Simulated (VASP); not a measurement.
# Ca (P1) in VASP: single point with PBE

Aim: the single point of Ca with PBE.

Program: VASP 6.6.1. These are calculated values, not measurements. Logs are shortened: lines on timing, memory, paths and dates and some standing lists are left out, and cuts for length are marked.

**1. The cell of the first run**

The typed cell holds 4 atoms: a = 7.349 Å, b = 6.761 Å, c = 3.788 Å, α = 95.21°, β = 72.57°, γ = 102.68°.

**2. Single point, PBE**

Input file INCAR:

```
SYSTEM = Ca
ALGO = Normal
EDIFF = 1E-7
ENCUT = 520
GGA = PE
ISIF = 2
ISMEAR = -1
LASPH = .True.
LCHARG = .False.
LREAL = .False.
LWAVE = .False.
NBANDS = 28
NELM = 80
PREC = Accurate
SIGMA = 0.1
```

Input file KPOINTS:

```
Automatic mesh
0
Gamma
  3 3 5
  0.5 0.5 0.5
```

Input file POSCAR:

```
Ca
1.0
   -3.1170020000      5.9957760000      2.8882730000
    2.6349080000     -3.0615800000      5.4218350000
    2.5708370000      2.7793470000     -0.1090810000
Ca
4
Direct
    0.9920670000      0.0086920000      0.1057660000
    0.0241120000      0.4718470000      0.5557000000
    0.5351050000      0.8076300000      0.7143260000
    0.5540840000      0.2113190000      0.1795030000
```

Potentials or basis: VASP PAW PBE potentials, release 64 (Ca_sv).

The run is started by

```
$ cat potpaw_PBE.64/Ca_sv/POTCAR > POTCAR
$ mpirun -np 1 vasp_std > vasp.out
```

OUTCAR:

```text
SYSTEM = Ca
   EDIFF = 1E-7
   ENCUT = 520
   GGA = PE
   ISIF = 2
   ISMEAR = -1
   LASPH = .True.
   LREAL = .False.
   NELM = 80
   PREC = Accurate

 ion  position               nearest neighbor table
   1  0.992  0.009  0.106-
   2  0.024  0.472  0.556-
   3  0.535  0.808  0.714-   4 3.11
   4  0.554  0.211  0.180-   3 3.11

  LATTYP: Found a triclinic cell.
 ALAT       =     7.1889539575
 B/A-ratio  =     1.9855943207
 C/A-ratio  =     0.5268630758
 COS(alpha) =     0.0000111007
 COS(beta)  =     0.2207177630
 COS(gamma) =     0.8650473769

  Lattice vectors:

 A1 = (   5.6878390000,  -3.2164290000,  -2.9973540000)
 A2 = (   6.1699330000,  -6.1506250000, -11.3074620000)
 A3 = (   2.5708370000,   2.7793470000,  -0.1090810000)

Analysis of symmetry for initial positions (statically):
=====================================================================
 Subroutine PRICEL returns:
 Original cell was already a primitive cell.

 Routine SETGRP: Setting up the symmetry group for a
 triclinic supercell.

 Subroutine GETGRP returns: Found  1 space group operations
 (whereof  1 operations were pure point group operations)
 out of a pool of  2 trial point group operations.

The static configuration has the point symmetry C_1 .

Analysis of symmetry for dynamics (positions and initial velocities):
=====================================================================
 Subroutine PRICEL returns:
 Original cell was already a primitive cell.

 Routine SETGRP: Setting up the symmetry group for a
 triclinic supercell.

 Subroutine GETGRP returns: Found  1 space group operations
 (whereof  1 operations were pure point group operations)
 out of a pool of  2 trial point group operations.

The dynamic configuration has the point symmetry C_1 .

 Subroutine INISYM returns: Found  1 space group operations
 (whereof  1 operations are pure point group operations),
 and found     1 'primitive' translations

----------------------------------------------------------------------------------------

                                     Primitive cell

  volume of cell :     175.1108

  direct lattice vectors                    reciprocal lattice vectors
    -3.117002000  5.995776000  2.888273000    -0.084147851  0.081240388  0.086768740
     2.634908000 -3.061580000  5.421835000     0.049577389 -0.040461650  0.137498017
     2.570837000  2.779347000 -0.109081000     0.236140650  0.139969659 -0.035722330

  length of vectors
     7.348955860  6.761087711  3.787594394     0.145635421  0.151660039  0.276821237

  position of ions in fractional coordinates (direct lattice)
     0.992067000  0.008692000  0.105766000
     0.024112000  0.471847000  0.555700000
     0.535105000  0.807630000  0.714326000
     0.554084000  0.211319000  0.179503000

  ion indices of the primitive-cell ions
   primitive index   ion index
                 1           1
                 2           2
                 3           3
                 4           4

----------------------------------------------------------------------------------------

 KPOINTS: Automatic mesh

Automatic generation of k-mesh.
 Grid dimensions read from file:
 generate k-points for:    3    3    5

 Generating k-lattice:

  Cartesian coordinates                     Fractional coordinates (reciprocal lattice)
    -0.028049284  0.027080129  0.028922913     0.333333333  0.000000000 -0.000000000
     0.016525796 -0.013487217  0.045832672     0.000000000  0.333333333  0.000000000
     0.047228130  0.027993932 -0.007144466     0.000000000  0.000000000  0.200000000

  Length of vectors
     0.048545140  0.050553346  0.055364247

  Shift w.r.t. Gamma in fractional coordinates (k-lattice)
     0.500000000  0.500000000  0.500000000

 Subroutine IBZKPT returns following result:
 ===========================================

 Found     23 irreducible k-points:

 Following reciprocal coordinates:
            Coordinates               Weight
  0.166667  0.166667  0.100000      2.000000
  0.500000  0.166667  0.100000      2.000000
 -0.166667  0.166667  0.100000      2.000000
  0.166667  0.500000  0.100000      2.000000
  0.500000  0.500000  0.100000      2.000000
 -0.166667  0.500000  0.100000      2.000000
[... 15 lines left out ...]
  0.166667  0.500000  0.500000      2.000000
  0.500000  0.500000  0.500000      1.000000
   k-points           NKPTS =     23   k-points in BZ     NKDIM =     23   number of bands    NBANDS=     28
   number of dos      NEDOS =    301   number of ions     NIONS =      4
   total plane-waves  NPLWV =  78400
   dimension x,y,z NGX =    56 NGY =   50 NGZ =   28
   dimension x,y,z NGXF=   112 NGYF=  100 NGZF=   56
   ions per type =               4
   NGX,Y,Z   is equivalent  to a cutoff of  12.67, 12.29, 12.29 a.u.
   NGXF,Y,Z  is equivalent  to a cutoff of  25.34, 24.59, 24.58 a.u.
 SYSTEM =  Ca
   PREC   = accura    normal or accurate (medium, high low for compatibility)
   ISTART =      0    job   : 0-new  1-cont  2-samecut
   ICHARG =      2    charge: 1-file 2-atom 10-const
   ISPIN  =      1    spin polarized calculation?
   LNONCOLLINEAR =      F non collinear calculations
   LSORBIT =      F    spin-orbit coupling
   LASPH  =      T    aspherical Exc in radial PAW
   ENCUT  =  520.0 eV  38.22 Ry    6.18 a.u.  13.66 12.57  7.04*2*pi/ulx,y,z
   NELM   =     80;   NELMIN=  2; NELMDL= -5     # of ELM steps
   EDIFF  = 0.1E-06   stopping-criterion for ELM
   LREAL  =      F    real-space projection
   EDIFFG = 0.1E-05   stopping-criterion for IOM
   NSW    =      0    number of steps for IOM
   IBRION =     -1    ionic relax: 0-MD 1-quasi-New 2-CG
   NFREE  =      0    steps in history (QN), initial steepest desc. (CG)
   ISIF   =      2    stress and relaxation
   ISYM   =      2    0-nonsym 1-usesym 2-fastsym
   POTIM  = 0.5000    time-step for ionic-motion
   TEBEG  =    0.0;   TEEND  =   0.0 temperature during run
   PSTRESS=    0.0 pullay stress
   NELECT =      40.0000    total number of electrons
   NUPDOWN=      -1.0000    fix difference up-down
   EMIN   =  10.00;   EMAX   =-10.00  energy-range for DOS
   EFERMI =   0.00;   METHOD = LEGACY
   ISMEAR =    -1;   SIGMA  =   0.10  broadening in eV -4-tet -1-fermi 0-gaus
   EFERMI_NEDOS =   21; number of points for ismear=-14 and -15
   IALGO  =     38    algorithm
   IMIX   =      4    mixing-type and parameters
     AMIX     =   0.40;   BMIX     =  1.00
     AMIX_MAG =   1.60;   BMIX_MAG =  1.00
  volume/ion in A,a.u.               =      43.78       295.43
  Fermi-wavevector in a.u.,A,eV,Ry     =   1.000746  1.891136 13.626131  1.001492
  Thomas-Fermi vector in A             =   2.133123
   LORBIT       =      0    0 simple, 1 ext, 2 COOP (PROOUT), +10 PAW based schemes
   GGA     = PE    functional components
   LHFCALC =     F    Hartree Fock is set to
   AEXX    =    0.0000 exact exchange contribution
   IVDW    =     0    specifies the selected vdW correction
   LEPSILON=     F    determine dielectric tensor
   LRPA    =     F    only Hartree local field effects (RPA)
 non-spin polarized calculation
  energy-cutoff  :      520.00
  volume of cell :      175.11
 maximum number of plane-waves:      4735
 NGX is ok and might be reduce to    56
   NGX = 27   NGY = 25   NGZ = 15

 number of electron      40.0000007 magnetization

 Free energy of the ion-electron system (eV)
  ---------------------------------------------------
  ext. energy  EPLUGINS =         0.00000000
  ---------------------------------------------------
  free energy    TOTEN  =        -6.90579599 eV

  energy without entropy =       -6.73330995  energy(sigma->0) =       -6.81955297

 E-fermi :   1.7746     XC(G=0):  -7.5700

 val. band max:        1.7479539479   @ k =  -0.1667   0.1667   0.5000
 cond. band min:       1.7803221225   @ k =   0.5000   0.1667   0.5000
 fundamental gap:      0.0323681746
 Fermi energy:         1.7745694029

 k-point     1 :       0.1667    0.1667    0.1000
  band No.  band energies     occupation
      1     -40.4126      2.00000
      2     -40.2496      2.00000
      3     -40.1759      2.00000
      4     -40.1588      2.00000
      5     -21.4334      2.00000
      6     -21.4248      2.00000
[... 20 lines left out ...]
     27       3.8243      0.00000
     28       4.0352      0.00000

 k-point     2 :       0.5000    0.1667    0.1000
  band No.  band energies     occupation
      1     -40.4126      2.00000
      2     -40.2495      2.00000
      3     -40.1759      2.00000
      4     -40.1589      2.00000
      5     -21.4351      2.00000
      6     -21.4248      2.00000
[... 20 lines left out ...]
     27       3.8461      0.00000
     28       4.0435      0.00000

 k-point     3 :      -0.1667    0.1667    0.1000
  band No.  band energies     occupation
      1     -40.4126      2.00000
      2     -40.2496      2.00000
      3     -40.1760      2.00000
      4     -40.1588      2.00000
      5     -21.4345      2.00000
      6     -21.4224      2.00000
[... 20 lines left out ...]
     27       3.8162      0.00000
     28       4.0102      0.00000

 k-point     4 :       0.1667    0.5000    0.1000
  band No.  band energies     occupation
      1     -40.4125      2.00000
      2     -40.2494      2.00000
      3     -40.1762      2.00000
      4     -40.1588      2.00000
      5     -21.4256      2.00000
      6     -21.4191      2.00000
[... 20 lines left out ...]
     27       3.7542      0.00000
     28       3.9718      0.00000

 k-point     5 :       0.5000    0.5000    0.1000
  band No.  band energies     occupation
      1     -40.4125      2.00000
      2     -40.2493      2.00000
      3     -40.1761      2.00000
      4     -40.1590      2.00000
      5     -21.4264      2.00000
      6     -21.4183      2.00000
[... 20 lines left out ...]
     27       3.6465      0.00000
     28       4.0410      0.00000

 k-point     6 :      -0.1667    0.5000    0.1000
  band No.  band energies     occupation
      1     -40.4125      2.00000
      2     -40.2494      2.00000
      3     -40.1762      2.00000
      4     -40.1588      2.00000
      5     -21.4260      2.00000
      6     -21.4193      2.00000
[... 432 lines left out ...]
      5     -21.4619      2.00000
      6     -21.4325      2.00000
[... 20 lines left out ...]
     27       3.1144      0.00000
     28       3.6667      0.00000

 k-point    21 :      -0.1667    0.1667    0.5000
  band No.  band energies     occupation
      1     -40.4062      2.00000
      2     -40.2382      2.00000
      3     -40.1748      2.00000
      4     -40.1525      2.00000
      5     -21.4622      2.00000
      6     -21.4318      2.00000
[... 20 lines left out ...]
     27       3.2413      0.00000
     28       3.5211      0.00000

 k-point    22 :       0.1667    0.5000    0.5000
  band No.  band energies     occupation
      1     -40.4063      2.00000
      2     -40.2383      2.00000
      3     -40.1747      2.00000
      4     -40.1525      2.00000
      5     -21.4673      2.00000
      6     -21.4381      2.00000
[... 20 lines left out ...]
     27       3.3635      0.00000
     28       3.5977      0.00000

 k-point    23 :       0.5000    0.5000    0.5000
  band No.  band energies     occupation
      1     -40.4063      2.00000
      2     -40.2383      2.00000
      3     -40.1746      2.00000
      4     -40.1526      2.00000
      5     -21.4681      2.00000
      6     -21.4390      2.00000
[... 20 lines left out ...]
     27       3.1158      0.00000
     28       3.7582      0.00000

------------------------ aborting loop because EDIFF is reached ----------------------------------------

  FORCE on cell =-STRESS in cart. coord.  units (eV):
  Direction    XX          YY          ZZ          XY          YZ          ZX
  --------------------------------------------------------------------------------------
  -------------------------------------------------------------------------------------
  Total        1.4116030     -0.3309481      1.8141757      1.3592890     -0.3392609      1.9202773
  in kB       12.9154672     -3.0280107     16.5988085     12.4368201     -3.1040691     17.5695849
  external PRESSURE =       8.8287550 kB  Pullay stress =       0.0000000 kB

 VOLUME and BASIS-vectors are now :
 -----------------------------------------------------------------------------
  energy-cutoff  :      520.00
  volume of cell :      175.11
      direct lattice vectors                 reciprocal lattice vectors
    -3.117002000  5.995776000  2.888273000    -0.084147851  0.081240388  0.086768740
     2.634908000 -3.061580000  5.421835000     0.049577389 -0.040461650  0.137498017
     2.570837000  2.779347000 -0.109081000     0.236140650  0.139969659 -0.035722330

 POSITION                                       TOTAL-FORCE (eV/Angst)
 -----------------------------------------------------------------------------------
     -2.79747      6.21556      2.90095        -0.749043      0.317860     -0.150216
      2.59673      0.24446      2.56730         0.185260     -0.130028      0.613609
      2.29652      2.72111      5.84645        -0.522421      0.294600     -1.484148
     -0.70880      3.17409      2.72650         1.086203     -0.482432      1.020755
 -----------------------------------------------------------------------------------
    total drift:                               -0.000027     -0.000060      0.000092

  FREE ENERGIE OF THE ION-ELECTRON SYSTEM (eV)
  ---------------------------------------------------
  free  energy   TOTEN  =        -6.9057959911 eV

  energy  without entropy=       -6.7333099451  energy(sigma->0) =       -6.81955297
```

It took 3.5 min on 1 thread of Oxide Virtual Turin-like, shared host; peak memory 0.27 GiB.

What came out:

```
Free energy            : -6.9058 eV
Pressure               : 0.9 GPa
Largest force          : 1.601 eV/Å
Band gap on the k mesh : zero (bands 20 and 21 overlap by 0.36 eV)
```

Forces on the atoms (eV/Å):
```
Ca  -0.749  0.318 -0.150
Ca   0.185 -0.130  0.614
Ca  -0.522  0.295 -1.484
Ca   1.086 -0.482  1.021
```

Stress tensor (GPa, compression positive):
```
 1.29  1.24  1.76
 1.24 -0.30 -0.31
 1.76 -0.31  1.66
```

Caveat: forces of over 1 eV/Å act on the atoms, so gaps and moduli don't describe the material at rest.

The gap in the log of VASP goes by the Fermi energy; the results here count the filled bands.